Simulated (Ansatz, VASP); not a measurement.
## Cd3HgTe4 in VASP and in Ansatz

Contents of INCAR:

```
SYSTEM = Cd3HgTe4
PREC = Accurate ; ENCUT = 600
EDIFF = 1E-6 ; ISMEAR = 0
SIGMA = 0.01 ; LREAL = .False.
LASPH = .True. ; NELM = 100
ALGO = Normal ; ISIF = 3
LWAVE = .False. ; LCHARG = .False.
GGA = PE ; IBRION = 2
NSW = 100 ; EDIFFG = -0.01
```

File KPOINTS:

```
regular mesh
0
Gamma
  6 6 6
  0 0 0
```

POSCAR

```
Cd3HgTe4
1.0
    6.6293392000      0.0000000000      0.0000000000
    0.0000000000      6.6293392000      0.0000000000
    0.0000000000      0.0000000000      6.6293392000
Cd Hg Te
3 1 4
Direct
    0.0000000000      0.5000000000      0.5000000000
    0.5000000000      0.0000000000      0.5000000000
    0.5000000000      0.5000000000      0.0000000000
    0.0000000000      0.0000000000      0.0000000000
    0.7490520000      0.7490520000      0.2509480000
    0.7490520000      0.2509480000      0.7490520000
    0.2509480000      0.7490520000      0.7490520000
    0.2509480000      0.2509480000      0.2509480000
```

Input for Ansatz:

```yaml
crystal:
  lattice:
    - [6.6293392, 0.0, 0.0]
    - [0.0, 6.6293392, 0.0]
    - [0.0, 0.0, 6.6293392]
  atoms:
    - { symbol: Cd, position: [0.0, 0.5, 0.5] }
    - { symbol: Cd, position: [0.5, 0.0, 0.5] }
    - { symbol: Cd, position: [0.5, 0.5, 0.0] }
    - { symbol: Hg, position: [0.0, 0.0, 0.0] }
    - { symbol: Te, position: [0.749052, 0.749052, 0.250948] }
    - { symbol: Te, position: [0.749052, 0.250948, 0.749052] }
    - { symbol: Te, position: [0.250948, 0.749052, 0.749052] }
    - { symbol: Te, position: [0.250948, 0.250948, 0.250948] }
basis:
  ecutwfc: 420
kpoints:
  mp_grid: { grid: [6, 6, 6] }
hamiltonian:
  xc: pbe
scf:
  occupations: { method: gaussian, width: 0.01 }
output:
  forces: true
  stress: true
  eigenvalues: true
relax:
  adjacent_minimum: "off"
  f_tol: 0.01
  max_steps: 80
  cell: { stress_tol: 0.05 }
```

Alike in both runs: task relaxation of cell and atoms; functional PBE; k mesh 6 × 6 × 6; occupations gaussian, width 0.01 eV; no spin polarisation.

|  | VASP | Ansatz |
| --- | --- | --- |
| version | VASP 6.6.1 | Ansatz 0.2.0 |
| potentials or method | VASP PAW PBE potentials, release 64 (Cd, Hg, Te), cutoff 600 eV | scalar-relativistic, plane waves, PAW |
| valence electrons in the cell | 72 | 144 |

|  | VASP | Ansatz | Ansatz less VASP |
| --- | --- | --- | --- |
| gap on the k mesh at the Fermi level, each at its own relaxed structure (eV) | 0.18 | 0.18 | +0.004 |
| relaxed volume (Å³/atom) | 36.42 | 36.42 | 0.000 |
| relaxed cell length with the largest relative difference (Å) | 6.629 | 6.629 | 0.0000 |

VASP's potentials hold 72 valence electrons a cell and Ansatz's 144, so a difference there can come from the potentials and not from the codes.

Neither program's run includes spin-orbit coupling. Noted on VASP's run: the relaxation stopped at its first step, so nothing moved.
